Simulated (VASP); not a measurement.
Ru:

```
CELL_PARAMETERS angstrom
0.00000 2.58183 2.58183
2.58183 0.00000 2.58183
2.58183 2.58183 0.00000
ATOMIC_POSITIONS crystal
Ru 0.87500 0.87500 0.87500
Ru 0.12500 0.12500 0.12500
```

```yaml
Program: VASP 6.6.1
Task: relaxation of cell and atoms
Functional: PBE
Potentials_or_basis: VASP PAW PBE potentials, release 64 (Ru_pv)
Cutoff: 600 eV
k_mesh: 14 × 14 × 14
Occupations: fermi-dirac, width 0.05 eV
Spin: no spin polarisation
```

At the start: pressure 40.3 GPa; volume 17.21 Å³/atom.

Task: How do energy, volume and symmetry change on relaxing?

Result: Over 5 steps the energy falls by 332.7 meV/atom and the volume is 20.32 Å³/atom (+18.1 %); space group Fd-3m (No. 227, to 0.05 Å).

The path:
| step | energy change (eV) | largest force (eV/Å) | pressure (GPa) | volume (Å³) |
| --- | --- | --- | --- | --- |
| 1 | 0.0000 | 0.0000 | 40.25 | 34.42 |
| 2 | 1.6504 | 0.0000 | -24.72 | 60.76 |
| 3 | -0.6520 | 0.0000 | -3.96 | 41.69 |
| 4 | -0.6648 | 0.0000 | -0.91 | 40.87 |
| 5 | -0.6655 | 0.0000 | -0.03 | 40.64 |

Final structure:
```
CELL_PARAMETERS angstrom
0.00000 2.72885 2.72885
2.72885 0.00000 2.72885
2.72885 2.72885 0.00000
ATOMIC_POSITIONS crystal
Ru 0.87500 0.87500 0.87500
Ru 0.12500 0.12500 0.12500
```

Caveat: the volume moved by over 15 % at a fixed basis, so the end points are rough.
